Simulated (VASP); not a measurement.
Runs of VASP 6.6.1 on AgB2. The structure is that of space group P6/mmm (No. 191), or close to it. The cells are those of the table. 

```tsv
level	cell	gap on the mesh (eV)	pressure (GPa)
revPBE	a = 2.932, b = 2.932, c = 3.799 Å, angles 90.0, 90.0, 120.0°, 3 atoms	none	27.0
PBE+D4	a = 2.996, b = 2.996, c = 3.981 Å, angles 90.0, 90.0, 120.0°, 3 atoms	none	-0.5
PBE+D3(BJ)	a = 2.971, b = 2.971, c = 3.931 Å, angles 90.0, 90.0, 120.0°, 3 atoms	none	5.3
PBE+D3(BJ)	a = 3.030, b = 3.030, c = 4.094 Å, angles 90.0, 90.0, 120.0°, 3 atoms	none	(a)
PBE+D4	a = 2.981, b = 2.981, c = 3.929 Å, angles 90.0, 90.0, 120.0°, 3 atoms	none	(b)
PBE+D3(BJ)	a = 2.984, b = 2.984, c = 3.977 Å, angles 90.0, 90.0, 120.0°, 3 atoms	none	2.0
PBE+D3(BJ)	a = 2.977, b = 2.977, c = 3.996 Å, angles 90.0, 90.0, 120.0°, 3 atoms	none	2.3
PBE+D3(BJ)	a = 3.011, b = 3.011, c = 4.067 Å, angles 90.0, 90.0, 120.0°, 3 atoms	none	(c)
```

Alike in all rows: task single point; potentials or basis VASP PAW PBE potentials, release 64 (Ag, B); no spin polarisation; k mesh 10 × 10 × 8; cutoff (eV) 520; smearing gaussian 0.05 eV.

Task: Fill in the values left out.

Result: (a) -6.6; (b) 3.2; (c) -3.9.

Caveats: pairwise dispersion overbinds metals, which lowers pressure and volume (some runs); three body term missing (some runs); the PAW data sets were made with another functional, which shifts forces and pressure a little (some runs).

A k mesh can miss the band edges, and the runs leave out spin-orbit coupling on Ag.

A gap of «none» marks levels without a gap at the run's occupations.
